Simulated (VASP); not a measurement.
The system is Li.

```xyz
2
Lattice="-2.7492 2.7492 1.5010 2.7492 -2.7492 1.5010 2.7492 2.7492 -1.5010" Properties=species:S:1:pos:R:3 pbc="T T T"
Li    0.0000    0.0000    0.0000
Li    0.0000    2.7492    0.7505
```

- Program: VASP 6.6.1
- Task: relaxation of cell and atoms
- Functional: revPBE
- Potentials or basis: VASP PAW PBE potentials, release 64 (Li_sv)
- Cutoff: 600 eV
- k mesh: 12 × 12 × 8
- Occupations: fermi-dirac, width 0.1 eV
- Spin: no spin polarisation

At the start: pressure -0.8 GPa; volume 22.69 Å³/atom.

Q: Where does the relaxation end?

A: Over 4 steps the energy falls by 4.8 meV/atom and the volume is 20.93 Å³/atom (-7.7 %); space group I4_1/amd (No. 141, to 0.1 Å) before and after.

The path:
```tsv
step	energy change (eV)	largest force (eV/Å)	pressure (GPa)	volume (Å³)
1	0.0000	0.0002	-0.82	45.38
2	-0.0036	0.0003	-0.67	44.62
3	-0.0093	0.0005	-0.19	42.58
4	-0.0097	0.0006	0.01	41.86
```

Final structure:
```
Li
1.0
    -2.68154    2.68090    1.45436
     2.68090   -2.68154    1.45437
     2.68419    2.68419   -1.45553
Li
2
Direct
  0.99999 0.00001 0.00000
  0.75001 0.24999 0.50000
```

Caveat: the cutoff is under 1.25 times the usual one of these potentials, so pressure, stress and relaxed cells hold a basis-set (Pulay) error; the PAW data sets were made with another functional, which shifts forces and pressure a little.
